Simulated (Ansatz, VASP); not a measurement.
# One calculation of TiRh3, two programs

File INCAR:

```
PREC = Accurate
ENCUT = 520
EDIFF = 1E-6
ISMEAR = -1
SIGMA = 0.03
LREAL = F
LASPH = T
NELM = 100
ALGO = Normal
ISIF = 2
LWAVE = F
LCHARG = F
GGA = CA
NBANDS = 36
```

File KPOINTS:

```
regular mesh
0
Gamma
  10 10 10
```

POSCAR

```
TiRh3
1.0
    3.8092172958      0.0000000000      0.0000000000
    0.0000000000      3.8092172958      0.0000000000
    0.0000000000      0.0000000000      3.8092172958
Ti Rh
1 3
Direct
    0.0000000000      0.0000000000      0.0000000000
    0.0000000000      0.5000000000      0.5000000000
    0.5000000000      0.0000000000      0.5000000000
    0.5000000000      0.5000000000      0.0000000000
```

Input for Ansatz:

```yaml
crystal:
  lattice:
    - [3.8092172958, 0.0, 0.0]
    - [0.0, 3.8092172958, 0.0]
    - [0.0, 0.0, 3.8092172958]
  atoms:
    - { symbol: Ti, position: [0.0, 0.0, 0.0] }
    - { symbol: Rh, position: [0.0, 0.5, 0.5] }
    - { symbol: Rh, position: [0.5, 0.0, 0.5] }
    - { symbol: Rh, position: [0.5, 0.5, 0.0] }
kpoints:
  mp_grid: { grid: [10, 10, 10] }
  band_path:
    path:
      - [0.0, 0.0, 0.0]
      - [0.0, 0.5, 0.0]
      - [0.5, 0.5, 0.0]
      - [0.0, 0.0, 0.0]
      - [0.5, 0.5, 0.5]
      - [0.0, 0.5, 0.0]
      - [0.5, 0.5, 0.5]
      - [0.5, 0.5, 0.0]
    npoints: 5
scf:
  occupations: { method: fermi_dirac, width: 0.03 }
hamiltonian:
  xc: lda
  pseudopotentials: { kind: all_electron, lapw: { basis_error: 0.001 } }
output:
  forces: true
  stress: true
  eigenvalues: true
```

Change from the starting cell: volume scaled by 0.99.

Alike in both runs: task single point; functional LDA; k mesh 10 × 10 × 10; occupations fermi-dirac, width 0.03 eV; no spin polarisation.

```csv
,VASP,Ansatz
version,VASP 6.6.1,Ansatz 0.2.0
potentials or method,"VASP PAW LDA potentials, release 64 (Ti_sv, Rh_pv), cutoff 520 eV","all-electron LAPW, scalar-relativistic"
```

```tsv
	VASP	Ansatz	Ansatz less VASP
pressure (GPa)	-7.2	-7.9	-0.73
```

LDA's correlation is that of Perdew and Zunger in VASP and of Perdew and Wang (1992) in Ansatz. Ansatz ran all-electron here, and VASP with PAW potentials.
